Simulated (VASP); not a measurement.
# BiB (F-43m) in VASP: single point with PBE-based screened hybrid

Aim: the single point of BiB with PBE-based screened hybrid.

Everything below comes from runs of VASP 6.6.1. Logs are shortened: lines on timing, memory, paths and dates and some standing lists are left out, and cuts for length are marked.

**1. The cell of the first run**

The structure is cubic, space group F-43m (No. 216). The conventional cell has a = 5.490 Å, b = 5.490 Å, c = 5.490 Å, α = 90.00°, β = 90.00°, γ = 90.00°. B (site symmetry -43m) has 4 Bi at 2.38 Å within 3.1 Å. Bi (site symmetry -43m) has 4 B at 2.38 Å within 3.1 Å.

**2. Single point, PBE-based screened hybrid**

POSCAR

```
BiB
1.0
    0.0000000000      2.7448744688      2.7448744688
    2.7448744688      0.0000000000      2.7448744688
    2.7448744688      2.7448744688      0.0000000000
B Bi
1 1
Direct
    0.0000000000      0.0000000000      0.0000000000
    0.2500000000      0.2500000000      0.2500000000
```

INCAR.step1

```
PREC = Accurate
ENCUT = 520
EDIFF = 1E-5
ISMEAR = 0
SIGMA = 0.01
LREAL = F
LASPH = T
NELM = 80
ALGO = Normal
ISIF = 2
LWAVE = T
LCHARG = F
GGA = PE
NBANDS = 16
```

INCAR.step2

```
PREC = Accurate
ENCUT = 520
EDIFF = 1E-6
ISMEAR = 0
SIGMA = 0.01
LREAL = F
LASPH = T
NELM = 80
ALGO = Normal
ISIF = 2
LWAVE = F
LCHARG = F
GGA = PE
LHFCALC = T
AEXX = 0.1
HFSCREEN = 0.2078
PRECFOCK = Normal
ISTART = 1
NBANDS = 16
```

KPOINTS

```
Automatic mesh
0
Gamma
  4 4 4
```

Potentials or basis: VASP PAW PBE potentials, release 64 (B, Bi_d).

Started as:

```bash
> cat potpaw_PBE.64/B/POTCAR potpaw_PBE.64/Bi_d/POTCAR > POTCAR
> cp INCAR.step1 INCAR
> mpirun -np 1 vasp_std > vasp.out
> cp INCAR.step2 INCAR
> mpirun -np 1 vasp_std > vasp.out
```

OUTCAR:

```text
PREC = Accurate
   ENCUT = 520
   EDIFF = 1E-6
   ISMEAR = 0
   LREAL = F
   LASPH = T
   NELM = 80
   ISIF = 2
   GGA = PE
   LHFCALC = T
   AEXX = 0.1
   HFSCREEN = 0.2078
   PRECFOCK = Normal
   ISTART = 1

 ion  position               nearest neighbor table
   1  0.000  0.000  0.000-   2 2.38   2 2.38   2 2.38   2 2.38
   2  0.250  0.250  0.250-   1 2.38   1 2.38   1 2.38   1 2.38

  LATTYP: Found a face centered cubic cell.
 ALAT       =     5.4897489376

  Lattice vectors:

 A1 = (   0.0000000000,   2.7448744688,   2.7448744688)
 A2 = (   2.7448744688,   0.0000000000,   2.7448744688)
 A3 = (   2.7448744688,   2.7448744688,   0.0000000000)

Analysis of symmetry for initial positions (statically):
=====================================================================
 Subroutine PRICEL returns:
 Original cell was already a primitive cell.

 Routine SETGRP: Setting up the symmetry group for a
 face centered cubic supercell.

 Subroutine GETGRP returns: Found 24 space group operations
 (whereof 24 operations were pure point group operations)
 out of a pool of 48 trial point group operations.

The static configuration has the point symmetry T_d .

Analysis of symmetry for dynamics (positions and initial velocities):
=====================================================================
 Subroutine PRICEL returns:
 Original cell was already a primitive cell.

 Routine SETGRP: Setting up the symmetry group for a
 face centered cubic supercell.

 Subroutine GETGRP returns: Found 24 space group operations
 (whereof 24 operations were pure point group operations)
 out of a pool of 48 trial point group operations.

The dynamic configuration has the point symmetry T_d .

 Subroutine INISYM returns: Found 24 space group operations
 (whereof 24 operations are pure point group operations),
 and found     1 'primitive' translations

----------------------------------------------------------------------------------------

                                     Primitive cell

  volume of cell :      41.3616

  direct lattice vectors                    reciprocal lattice vectors
     0.000000000  2.744874469  2.744874469    -0.182157693  0.182157693  0.182157693
     2.744874469  0.000000000  2.744874469     0.182157693 -0.182157693  0.182157693
     2.744874469  2.744874469  0.000000000     0.182157693  0.182157693 -0.182157693

  length of vectors
     3.881838701  3.881838701  3.881838701     0.315506379  0.315506379  0.315506379

  position of ions in fractional coordinates (direct lattice)
     0.000000000  0.000000000  0.000000000
     0.250000000  0.250000000  0.250000000

  ion indices of the primitive-cell ions
   primitive index   ion index
                 1           1
                 2           2

----------------------------------------------------------------------------------------

 KPOINTS: Automatic mesh

Automatic generation of k-mesh.
 Grid dimensions read from file:
 generate k-points for:    4    4    4

 Generating k-lattice:

  Cartesian coordinates                     Fractional coordinates (reciprocal lattice)
    -0.045539423  0.045539423  0.045539423     0.250000000  0.000000000  0.000000000
     0.045539423 -0.045539423  0.045539423     0.000000000  0.250000000  0.000000000
     0.045539423  0.045539423 -0.045539423     0.000000000  0.000000000  0.250000000

  Length of vectors
     0.078876595  0.078876595  0.078876595

  Shift w.r.t. Gamma in fractional coordinates (k-lattice)
     0.000000000  0.000000000  0.000000000

 Subroutine IBZKPT returns following result:
 ===========================================

 Found      8 irreducible k-points:

 Following reciprocal coordinates:
            Coordinates               Weight
  0.000000  0.000000  0.000000      1.000000
  0.250000  0.000000  0.000000      8.000000
  0.500000  0.000000  0.000000      4.000000
  0.250000  0.250000  0.000000      6.000000
  0.500000  0.250000  0.000000     24.000000
 -0.250000  0.250000  0.000000     12.000000
  0.500000  0.500000  0.000000      3.000000
 -0.250000  0.500000  0.250000      6.000000
   k-points           NKPTS =      8   k-points in BZ     NKDIM =     64   number of bands    NBANDS=     16
   number of dos      NEDOS =    301   number of ions     NIONS =      2
   total plane-waves  NPLWV =  27000
   dimension x,y,z NGX =    30 NGY =   30 NGZ =   30
   dimension x,y,z NGXF=    60 NGYF=   60 NGZF=   60
   ions per type =               1   1
   NGX,Y,Z   is equivalent  to a cutoff of  12.85, 12.85, 12.85 a.u.
   NGXF,Y,Z  is equivalent  to a cutoff of  25.70, 25.70, 25.70 a.u.
 SYSTEM =  unknown system
   PREC   = accura    normal or accurate (medium, high low for compatibility)
   ISTART =      1    job   : 0-new  1-cont  2-samecut
   ICHARG =      0    charge: 1-file 2-atom 10-const
   ISPIN  =      1    spin polarized calculation?
   LNONCOLLINEAR =      F non collinear calculations
   LSORBIT =      F    spin-orbit coupling
   LASPH  =      T    aspherical Exc in radial PAW
   ENCUT  =  520.0 eV  38.22 Ry    6.18 a.u.   7.22  7.22  7.22*2*pi/ulx,y,z
   NELM   =     80;   NELMIN=  2; NELMDL=  0     # of ELM steps
   EDIFF  = 0.1E-05   stopping-criterion for ELM
   LREAL  =      F    real-space projection
   EDIFFG = 0.1E-04   stopping-criterion for IOM
   NSW    =      0    number of steps for IOM
   IBRION =     -1    ionic relax: 0-MD 1-quasi-New 2-CG
   NFREE  =      0    steps in history (QN), initial steepest desc. (CG)
   ISIF   =      2    stress and relaxation
   ISYM   =      3    0-nonsym 1-usesym 2-fastsym
   POTIM  = 0.5000    time-step for ionic-motion
   TEBEG  =    0.0;   TEEND  =   0.0 temperature during run
   PSTRESS=    0.0 pullay stress
   NELECT =      18.0000    total number of electrons
   NUPDOWN=      -1.0000    fix difference up-down
   EMIN   =  10.00;   EMAX   =-10.00  energy-range for DOS
   EFERMI =   0.00;   METHOD = LEGACY
   ISMEAR =     0;   SIGMA  =   0.01  broadening in eV -4-tet -1-fermi 0-gaus
   EFERMI_NEDOS =   21; number of points for ismear=-14 and -15
   IALGO  =     38    algorithm
   IMIX   =      1    mixing-type and parameters
     AMIX     =   0.40;   BMIX     =  1.00
     AMIX_MAG =   1.60;   BMIX_MAG =  1.00
  volume/ion in A,a.u.               =      20.68       139.56
  Fermi-wavevector in a.u.,A,eV,Ry     =   1.240604  2.344402 20.940704  1.539098
  Thomas-Fermi vector in A             =   2.375038
   LORBIT       =      0    0 simple, 1 ext, 2 COOP (PROOUT), +10 PAW based schemes
   GGA     = PE    functional components
   LHFCALC =     T    Hartree Fock is set to
   PRECFOCK=normal    Normal, Fast or Accurate (Low or Medium for compatibility)
   ENCUT4O =  -1.0   cutoff for four orbital integrals eV
   NKREDX  =     1    reduce k-point grid by
   NKREDY  =     1    reduce k-point grid by
   NKREDZ  =     1    reduce k-point grid by
   AEXX    =    0.1000 exact exchange contribution
   HFSCREEN=    0.2078 screening length (either q_TF or 0.3 A-1)
   HFSCREENC=   0.2078 screening length for correlation (either q_TF or 0.3 A-1)
   ENCUTFOCK=  -1.0 apply spherical cutoff to Coloumb kernel
   IVDW    =     0    specifies the selected vdW correction
   LEPSILON=     F    determine dielectric tensor
   LRPA    =     F    only Hartree local field effects (RPA)
 non-spin polarized calculation
 Gauss-broadening in eV      SIGMA  =   0.01
  energy-cutoff  :      520.00
  volume of cell :       41.36
 maximum number of plane-waves:      1139
 NGX is ok and might be reduce to    30
  NGX = 24; NGY = 24; NGZ = 24

 number of electron      17.9999997 magnetization

 Free energy of the ion-electron system (eV)
  ---------------------------------------------------
  ext. energy  EPLUGINS =         0.00000000
  ---------------------------------------------------
  free energy    TOTEN  =        -9.34667986 eV

  energy without entropy =       -9.34667986  energy(sigma->0) =       -9.34667986

 E-fermi :   7.1315     XC(G=0):  -9.3222

 val. band max:        7.0567054451   @ k =   0.0000   0.0000   0.0000
 cond. band min:       7.6080036416   @ k =   0.0000   0.0000   0.0000
 fundamental gap:      0.5512981965
 Fermi energy:         7.1314986352

 k-point     1 :       0.0000    0.0000    0.0000
  band No.  band energies     occupation
      1     -16.8590      2.00000
      2     -16.8590      2.00000
      3     -16.8590      2.00000
      4     -16.7725      2.00000
      5     -16.7725      2.00000
      6      -7.6388      2.00000
      7       7.0567      2.00000
      8       7.0567      2.00000
      9       7.0567      2.00000
     10       7.6080      0.00000
     11      10.0961      0.00000
     12      10.0961      0.00000
     13      10.0961      0.00000
     14      13.6060      0.00000
     15      17.9634      0.00000
     16      17.9634      0.00000

 k-point     2 :       0.2500    0.0000    0.0000
  band No.  band energies     occupation
      1     -16.8559      2.00000
      2     -16.8410      2.00000
      3     -16.8410      2.00000
      4     -16.7680      2.00000
      5     -16.7680      2.00000
      6      -6.8291      2.00000
      7       2.1905      2.00000
      8       6.0328      2.00000
      9       6.0328      2.00000
     10       8.0593      0.00000
     11      11.2338      0.00000
     12      11.2338      0.00000
     13      12.1660      0.00000
     14      15.2974      0.00000
     15      16.7307      0.00000
     16      16.7307      0.00000

 k-point     3 :       0.5000    0.0000    0.0000
  band No.  band energies     occupation
      1     -16.8537      2.00000
      2     -16.8337      2.00000
      3     -16.8337      2.00000
      4     -16.7527      2.00000
      5     -16.7527      2.00000
      6      -5.4641      2.00000
      7      -0.9764      2.00000
      8       5.3829      2.00000
      9       5.3829      2.00000
     10       7.6892      0.00000
     11      11.4998      0.00000
     12      11.4998      0.00000
     13      13.4337      0.00000
     14      15.9022      0.00000
     15      18.6813      0.00000
     16      18.6813      0.00000

 k-point     4 :       0.2500    0.2500    0.0000
  band No.  band energies     occupation
      1     -16.8799      2.00000
      2     -16.8157      2.00000
      3     -16.8157      2.00000
      4     -16.7896      2.00000
      5     -16.7568      2.00000
      6      -6.5462      2.00000
      7       2.4284      2.00000
      8       4.7141      2.00000
      9       4.7141      2.00000
     10       8.3319      0.00000
     11       9.8498      0.00000
     12      13.2532      0.00000
     13      13.2532      0.00000
     14      14.4175      0.00000
     15      18.1250      0.00000
     16      19.5544      0.00000

 k-point     5 :       0.5000    0.2500    0.0000
  band No.  band energies     occupation
      1     -16.8696      2.00000
      2     -16.8103      2.00000
      3     -16.7999      2.00000
      4     -16.7809      2.00000
      5     -16.7497      2.00000
      6      -5.1125      2.00000
      7      -0.3959      2.00000
      8       2.8497      2.00000
      9       4.2519      2.00000
     10       8.8003      0.00000
     11      11.0134      0.00000
     12      13.2942      0.00000
     13      13.7209      0.00000
     14      16.2233      0.00000
     15      19.1559      0.00000
     16      19.4619      0.00000

 k-point     6 :      -0.2500    0.2500    0.0000
  band No.  band energies     occupation
      1     -16.8503      2.00000
      2     -16.8288      2.00000
      3     -16.8143      2.00000
      4     -16.7722      2.00000
      5     -16.7609      2.00000
      6      -5.6587      2.00000
      7       0.4405      2.00000
      8       2.6524      2.00000
      9       5.3025      2.00000
     10       9.2937      0.00000
     11      11.8054      0.00000
     12      12.2965      0.00000
     13      12.6340      0.00000
     14      16.2544      0.00000
     15      17.3147      0.00000
     16      18.8255      0.00000

 k-point     7 :       0.5000    0.5000    0.0000
  band No.  band energies     occupation
      1     -16.8999      2.00000
      2     -16.8099      2.00000
      3     -16.7714      2.00000
      4     -16.7714      2.00000
      5     -16.7411      2.00000
      6      -4.4683      2.00000
      7      -1.1451      2.00000
      8       3.4453      2.00000
      9       3.4453      2.00000
     10       8.1100      0.00000
     11       8.2375      0.00000
     12      15.8903      0.00000
     13      16.2096      0.00000
     14      16.2096      0.00000
     15      20.4440      0.00000
     16      20.7964      0.00000

 k-point     8 :      -0.2500    0.5000    0.2500
  band No.  band energies     occupation
      1     -16.8546      2.00000
      2     -16.8187      2.00000
      3     -16.7948      2.00000
      4     -16.7690      2.00000
      5     -16.7575      2.00000
      6      -4.4206      2.00000
      7      -0.8189      2.00000
      8       2.3351      2.00000
      9       2.7503      2.00000
     10      10.7339      0.00000
     11      11.2369      0.00000
     12      12.4350      0.00000
     13      13.4181      0.00000
     14      16.6521      0.00000
     15      19.3187      0.00000
     16      20.6259      0.00000

------------------------ aborting loop because EDIFF is reached ----------------------------------------

  FORCE on cell =-STRESS in cart. coord.  units (eV):
  Direction    XX          YY          ZZ          XY          YZ          ZX
  --------------------------------------------------------------------------------------
  -------------------------------------------------------------------------------------
  Total       -0.0614922     -0.0614922     -0.0614922     -0.0000000      0.0000000     -0.0000000
  in kB       -2.3819539     -2.3819539     -2.3819539     -0.0000000      0.0000000     -0.0000000
  external PRESSURE =      -2.3819539 kB  Pullay stress =       0.0000000 kB

 VOLUME and BASIS-vectors are now :
 -----------------------------------------------------------------------------
  energy-cutoff  :      520.00
  volume of cell :       41.36
      direct lattice vectors                 reciprocal lattice vectors
     0.000000000  2.744874469  2.744874469    -0.182157693  0.182157693  0.182157693
     2.744874469  0.000000000  2.744874469     0.182157693 -0.182157693  0.182157693
     2.744874469  2.744874469  0.000000000     0.182157693  0.182157693 -0.182157693

 POSITION                                       TOTAL-FORCE (eV/Angst)
 -----------------------------------------------------------------------------------
      0.00000      0.00000      0.00000        -0.000000     -0.000000     -0.000000
      1.37244      1.37244      1.37244         0.000000      0.000000      0.000000
 -----------------------------------------------------------------------------------
    total drift:                                0.000015      0.000015      0.000009

  FREE ENERGIE OF THE ION-ELECTRON SYSTEM (eV)
  ---------------------------------------------------
  free  energy   TOTEN  =        -9.3466798641 eV

  energy  without entropy=       -9.3466798641  energy(sigma->0) =       -9.34667986
```

Run time: 5.7 min. Hardware: 1 thread of AMD EPYC 7R13 (Zen 3), shared host; peak memory 0.24 GiB.

Results:

```
Free energy            : -9.3467 eV
Pressure               : -0.2 GPa
Band gap on the k mesh : 0.55 eV, direct
```

Levels at points of the mesh, in eV from the valence-band top:
| k point | band 6 | band 7 | band 8 | band 9 | band 10 | band 11 | band 12 | band 13 |
| --- | --- | --- | --- | --- | --- | --- | --- | --- |
| (0.00, 0.00, 0.00) | -14.70 | 0.00 | 0.00 | 0.00 | 0.55 | 3.04 | 3.04 | 3.04 |
| (0.50, 0.00, 0.00) | -12.52 | -8.03 | -1.67 | -1.67 | 0.63 | 4.44 | 4.44 | 6.38 |
| (0.50, 0.50, 0.00) | -11.53 | -8.20 | -3.61 | -3.61 | 1.05 | 1.18 | 8.83 | 9.15 |

Caveat: the k points lie up to 0.50 Å⁻¹ apart; the PAW data sets were made with another functional, which shifts forces and pressure a little; spin-orbit coupling is left out, which moves the levels of the heavy elements. A k mesh can miss the band edges.
